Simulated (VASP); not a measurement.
CoO:

```
CELL_PARAMETERS angstrom
2.53530 0.00000 0.00000
0.00000 2.53530 0.00000
0.00000 0.00000 2.53530
ATOMIC_POSITIONS crystal
Co 0.00000 0.00000 0.00000
O 0.50000 0.50000 0.50000
```

Base run:

- Program: VASP 6.6.1
- Functional: r2SCAN
- Potentials or basis: VASP PAW PBE potentials, release 64 (Co_sv, O)
- Cutoff: 660 eV
- k mesh: 10 × 10 × 10
- Occupations: gaussian, width 0.02 eV
- Spin: no spin polarisation
- Hubbard terms: Co d U = 3.32 eV

Its results: pressure -3.4 GPa.

Q: The run is repeated on the same cell with these changes: potentials or basis from VASP PAW PBE potentials, release 64 (Co_sv, O) to VASP PAW PBE potentials, release 64 (Co, O); cutoff from 660 eV to 520 eV; further incar settings from ALGO = Normal; EDIFF = 1e-06; NBANDS = 18 to ALGO = Normal; EDIFF = 1e-06; NBANDS = 14; valence electrons from 23 to 15. What comes out?

A: Pressure -3.9 GPa.

Caveats: the PAW data sets were made with another functional, which shifts forces and pressure a little; an odd number of electrons without spin polarisation forces a metal; a magnetic or distorted state may lie lower; the run has no spin polarisation, though such a crystal can be magnetic; U without spin polarisation on a metal has little footing.
